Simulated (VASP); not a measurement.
Wanted: the native input for a VASP 6.6.1 run.

| Quantity | Value |
| --- | --- |
| Task | single point |
| Functional | PBE |
| Potentials or basis | VASP PAW PBE potentials, release 64 (Mo_sv, Hg) |
| Cutoff | 500 eV |
| k mesh | 2 × 2 × 2, shifted |
| Occupations | fermi-dirac, width 0.15 eV |
| Spin | collinear spin |
| Starting moments | [4.0, 0.0, 0.0] μB |
| Dipole correction | no |
| Further INCAR settings | ALGO = Normal; EDIFF = 1e-06; NBANDS = 30 |

The structure of Hg2Mo lies in POSCAR:

```
Hg2Mo
1.0
   -3.0974500000     -0.0064400000      3.0456670000
   -0.0326170000      3.1761200000      3.0066100000
   -3.3332180000      3.4509450000     -0.2422080000
Mo Hg
1 2
Direct
    0.7360450000      0.6989430000      0.5927800000
    1.0182550000      0.9039670000      0.8750420000
    1.5163890000      1.4149050000      1.2856770000
```

The input as run:

INCAR

```
SYSTEM = Hg2Mo
PREC     = Accurate       ! precision mode
ENCUT    = 500            ! plane-wave cutoff, eV
EDIFF    = 1E-6           ! SCF threshold, eV
ISMEAR   = -1             ! smearing method
SIGMA    = 0.15           ! smearing width, eV
LREAL    = .False.        ! projectors in reciprocal space
LASPH    = .True.         ! aspherical terms in the spheres
NELM     = 200            ! most SCF steps
ALGO     = Normal         ! electronic algorithm
ISIF     = 2              ! what is computed and relaxed
LWAVE    = .False.        ! write WAVECAR
LCHARG   = .False.        ! write CHGCAR
ISPIN    = 2              ! spin polarisation
MAGMOM   = 4 0 0          ! initial moments
LORBIT   = 11             ! projections on sites
LMAXMIX  = 4              ! l up to which the mixer works
GGA      = PE             ! functional
NBANDS   = 30             ! bands
GGA_COMPAT= .False.
```

KPOINTS

```
Automatic mesh
0
Gamma
  2 2 2
  0.5 0.5 0.5
```

Potentials or basis: VASP PAW PBE potentials, release 64 (Mo_sv, Hg).

The run is started by

```console
$ cat potpaw_PBE.64/Mo_sv/POTCAR potpaw_PBE.64/Hg/POTCAR > POTCAR
$ mpirun -np 1 vasp_std > vasp.out
```

Results of the run:

| Item | Value |
| --- | --- |
| Pressure | 8.6 GPa |
| Largest force | 1.670 eV/Å |
| Net moment | 2.16 μB per cell |
| Site moments | Mo +1.79; Hg +0.04, +0.05 μB |
| Valence electrons inside the program's atomic spheres | Mo 12.34; Hg 10.62, 10.63 |

Caveat: the k points lie up to 0.88 Å⁻¹ apart, too coarse for converged energies, forces and pressures; forces of over 1 eV/Å act on the atoms, so gaps and moduli don't describe the material at rest.

Run time: 67 s on 1 thread of Intel Xeon 8259CL, with other jobs on the host, peak memory 0.21 GiB.
